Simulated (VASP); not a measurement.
# LiH in VASP: settings compared

Aim: see how the results for LiH move with the level of theory and the settings. Levels: PBE, r2SCAN. Tasks: single point.

All numbers are computed with VASP 6.6.1; they aren't measurements. Logs are shortened: lines on timing, memory, paths and dates and some standing lists are left out, and cuts for length are marked.

### Step 1. The cell of the first run

The structure is cubic, space group F-43m (No. 216). The conventional cell has a = 4.462 Å, b = 4.462 Å, c = 4.462 Å, α = 90.00°, β = 90.00°, γ = 90.00°. Within 2.6 Å of Li (site symmetry -43m) lie 4 H at 1.93 Å. H (site symmetry -43m) has 4 Li at 1.93 Å within 2.6 Å.

### Step 2. Single point, PBE (strain +4.0%)

INCAR

```
ALGO     = Normal         # electronic algorithm
EDIFF    = 1E-6           # SCF threshold, eV
ENCUT    = 520            # plane-wave cutoff, eV
GGA      = PE             # functional
ISIF     = 2              # what is computed and relaxed
ISMEAR   = -1             # smearing method
LASPH    = True           # aspherical terms in the spheres
LCHARG   = False          # write CHGCAR
LREAL    = False          # projectors in reciprocal space
LWAVE    = False          # write WAVECAR
NBANDS   = 9              # bands
NELM     = 100            # most SCF steps
PREC     = Accurate       # precision mode
SIGMA    = 0.02           # smearing width, eV
```

KPOINTS

```
k-points
0
Gamma
  10 10 10
```

POSCAR

```
LiH
1.0
    0.0000000000      2.2309268903      2.2309268903
    2.2309268903      0.0000000000      2.2309268903
    2.2309268903      2.2309268903      0.0000000000
Li H
1 1
Direct
    0.0000000000      0.0000000000      0.0000000000
    0.2500000000      0.2500000000      0.2500000000
```

Potentials or basis: VASP PAW PBE potentials, release 64 (Li_sv, H).

Run with:

```console
> cat potpaw_PBE.64/Li_sv/POTCAR potpaw_PBE.64/H/POTCAR > POTCAR
> mpirun -np 1 vasp_std > vasp.out
```

OUTCAR:

```text
EDIFF = 1E-6
   ENCUT = 520
   GGA = PE
   ISIF = 2
   ISMEAR = -1
   LASPH = True
   LREAL = False
   NELM = 100
   PREC = Accurate

 ion  position               nearest neighbor table
   1  0.000  0.000  0.000-
   2  0.250  0.250  0.250-

  LATTYP: Found a face centered cubic cell.
 ALAT       =     4.4618537806

  Lattice vectors:

 A1 = (   0.0000000000,   2.2309268903,   2.2309268903)
 A2 = (   2.2309268903,   0.0000000000,   2.2309268903)
 A3 = (   2.2309268903,   2.2309268903,   0.0000000000)

Analysis of symmetry for initial positions (statically):
=====================================================================
 Subroutine PRICEL returns:
 Original cell was already a primitive cell.

 Routine SETGRP: Setting up the symmetry group for a
 face centered cubic supercell.

 Subroutine GETGRP returns: Found 24 space group operations
 (whereof 24 operations were pure point group operations)
 out of a pool of 48 trial point group operations.

The static configuration has the point symmetry T_d .

Analysis of symmetry for dynamics (positions and initial velocities):
=====================================================================
 Subroutine PRICEL returns:
 Original cell was already a primitive cell.

 Routine SETGRP: Setting up the symmetry group for a
 face centered cubic supercell.

 Subroutine GETGRP returns: Found 24 space group operations
 (whereof 24 operations were pure point group operations)
 out of a pool of 48 trial point group operations.

The dynamic configuration has the point symmetry T_d .

 Subroutine INISYM returns: Found 24 space group operations
 (whereof 24 operations are pure point group operations),
 and found     1 'primitive' translations

----------------------------------------------------------------------------------------

                                     Primitive cell

  volume of cell :      22.2068

  direct lattice vectors                    reciprocal lattice vectors
     0.000000000  2.230926890  2.230926890    -0.224122091  0.224122091  0.224122091
     2.230926890  0.000000000  2.230926890     0.224122091 -0.224122091  0.224122091
     2.230926890  2.230926890  0.000000000     0.224122091  0.224122091 -0.224122091

  length of vectors
     3.155007065  3.155007065  3.155007065     0.388190849  0.388190849  0.388190849

  position of ions in fractional coordinates (direct lattice)
[... 81 lines left out ...]
   EDIFFG = 0.1E-04   stopping-criterion for IOM
   NSW    =      0    number of steps for IOM
   IBRION =     -1    ionic relax: 0-MD 1-quasi-New 2-CG
   NFREE  =      0    steps in history (QN), initial steepest desc. (CG)
   ISIF   =      2    stress and relaxation
   ISYM   =      2    0-nonsym 1-usesym 2-fastsym
   POTIM  = 0.5000    time-step for ionic-motion
   TEBEG  =    0.0;   TEEND  =   0.0 temperature during run
   PSTRESS=    0.0 pullay stress
   NELECT =       4.0000    total number of electrons
   NUPDOWN=      -1.0000    fix difference up-down
   EMIN   =  10.00;   EMAX   =-10.00  energy-range for DOS
   EFERMI =   0.00;   METHOD = LEGACY
   ISMEAR =    -1;   SIGMA  =   0.02  broadening in eV -4-tet -1-fermi 0-gaus
   EFERMI_NEDOS =   21; number of points for ismear=-14 and -15
   IALGO  =     38    algorithm
   IMIX   =      4    mixing-type and parameters
     AMIX     =   0.40;   BMIX     =  1.00
     AMIX_MAG =   1.60;   BMIX_MAG =  1.00
  volume/ion in A,a.u.               =      11.10        74.93
  Fermi-wavevector in a.u.,A,eV,Ry     =   0.924555  1.747156 11.630290  0.854802
  Thomas-Fermi vector in A             =   2.050314
   LORBIT       =      0    0 simple, 1 ext, 2 COOP (PROOUT), +10 PAW based schemes
   GGA     = PE    functional components
   LHFCALC =     F    Hartree Fock is set to
   AEXX    =    0.0000 exact exchange contribution
   IVDW    =     0    specifies the selected vdW correction
   LEPSILON=     F    determine dielectric tensor
   LRPA    =     F    only Hartree local field effects (RPA)
 non-spin polarized calculation
  energy-cutoff  :      520.00
  volume of cell :       22.21
 maximum number of plane-waves:       610
   NGX = 11   NGY = 11   NGZ = 11

 number of electron       4.0000011 magnetization

 Free energy of the ion-electron system (eV)
  ---------------------------------------------------
  ext. energy  EPLUGINS =         0.00000000
  ---------------------------------------------------
  free energy    TOTEN  =        -6.00840022 eV

  energy without entropy =       -6.00840022  energy(sigma->0) =       -6.00840022

 E-fermi :  -1.4848     XC(G=0):  -7.3445

 val. band max:       -2.0042534898   @ k =  -0.3000   0.5000   0.2000
 cond. band min:       2.0676845567   @ k =   0.5000   0.0000   0.0000
 fundamental gap:      4.0719380465
 Fermi energy:        -1.4848460121

 k-point     1 :       0.0000    0.0000    0.0000
  band No.  band energies     occupation
      1     -45.6033      2.00000
      2      -5.3939      2.00000
      3      10.0441      0.00000
      4      14.1310      0.00000
      5      14.1310      0.00000
      6      14.1310      0.00000
      7      16.6163      0.00000
      8      16.6163      0.00000
      9      16.6163      0.00000
[... 265 lines left out ...]
 k-point    24 :       0.4000    0.3000    0.0000
  band No.  band energies     occupation
      1     -45.5885      2.00000
      2      -3.1547      2.00000
      3       5.2756      0.00000
      4       8.1707      0.00000
      5       8.9385      0.00000
      6      10.4537      0.00000
      7      15.0559      0.00000
      8      23.0738      0.00000
      9      23.9298      0.00000

 [... further k-points ...]

------------------------ aborting loop because EDIFF is reached ----------------------------------------

  FORCE on cell =-STRESS in cart. coord.  units (eV):
  Direction    XX          YY          ZZ          XY          YZ          ZX
  --------------------------------------------------------------------------------------
  -------------------------------------------------------------------------------------
  Total       -0.3914599     -0.3914599     -0.3914599      0.0000000      0.0000000      0.0000000
  in kB      -28.2430662    -28.2430662    -28.2430662      0.0000000      0.0000000      0.0000000
  external PRESSURE =     -28.2430662 kB  Pullay stress =       0.0000000 kB

 VOLUME and BASIS-vectors are now :
 -----------------------------------------------------------------------------
  energy-cutoff  :      520.00
  volume of cell :       22.21
      direct lattice vectors                 reciprocal lattice vectors
     0.000000000  2.230926890  2.230926890    -0.224122091  0.224122091  0.224122091
     2.230926890  0.000000000  2.230926890     0.224122091 -0.224122091  0.224122091
     2.230926890  2.230926890  0.000000000     0.224122091  0.224122091 -0.224122091

 POSITION                                       TOTAL-FORCE (eV/Angst)
 -----------------------------------------------------------------------------------
      0.00000      0.00000      0.00000         0.000000      0.000000      0.000000
      1.11546      1.11546      1.11546        -0.000000     -0.000000     -0.000000
 -----------------------------------------------------------------------------------
    total drift:                               -0.000000     -0.000000     -0.000000

  FREE ENERGIE OF THE ION-ELECTRON SYSTEM (eV)
  ---------------------------------------------------
  free  energy   TOTEN  =        -6.0084002215 eV

  energy  without entropy=       -6.0084002215  energy(sigma->0) =       -6.00840022
```

OSZICAR:

```text
N       E                     dE             d eps       ncg     rms          rms(c)
DAV:   1    -0.839171335464E+00   -0.83917E+00   -0.15275E+03   846   0.410E+02
DAV:   2    -0.624813630363E+01   -0.54090E+01   -0.53800E+01  1150   0.565E+01
DAV:   3    -0.634865702400E+01   -0.10052E+00   -0.10048E+00  1015   0.659E+00
DAV:   4    -0.634927326059E+01   -0.61624E-03   -0.61609E-03  1162   0.485E-01
DAV:   5    -0.634927710050E+01   -0.38399E-05   -0.38399E-05  1032   0.309E-02    0.325E+00
DAV:   6    -0.607428166196E+01    0.27500E+00   -0.28233E-01   894   0.144E+00    0.156E+00
DAV:   7    -0.600201494251E+01    0.72267E-01   -0.30217E-01   945   0.169E+00    0.297E-01
DAV:   8    -0.600843430906E+01   -0.64194E-02   -0.13843E-02   969   0.568E-01    0.555E-02
DAV:   9    -0.600839769844E+01    0.36611E-04   -0.28867E-04  1122   0.721E-02    0.118E-02
DAV:  10    -0.600840101425E+01   -0.33158E-05   -0.15430E-05  1013   0.258E-02    0.638E-03
DAV:  11    -0.600840022149E+01    0.79276E-06   -0.28672E-06  1161   0.538E-03
   1 F= -.60084002E+01 E0= -.60084002E+01  d E =-.721369E-13
```

It took 17 s on 1 thread of Intel Xeon 8259CL, shared host; peak memory 0.13 GiB.

Results:

```yaml
Free_energy: -6.0084 eV
Band_gap_on_the_k_mesh: 4.07 eV (least direct gap 5.00 eV)
```

Caveat: the cell differs from its parent crystal (strain +4.0%); the cutoff is under 1.25 times the usual one of these potentials, so pressure, stress and relaxed cells hold a basis-set (Pulay) error.

(Part 1 of 2 ends here.)
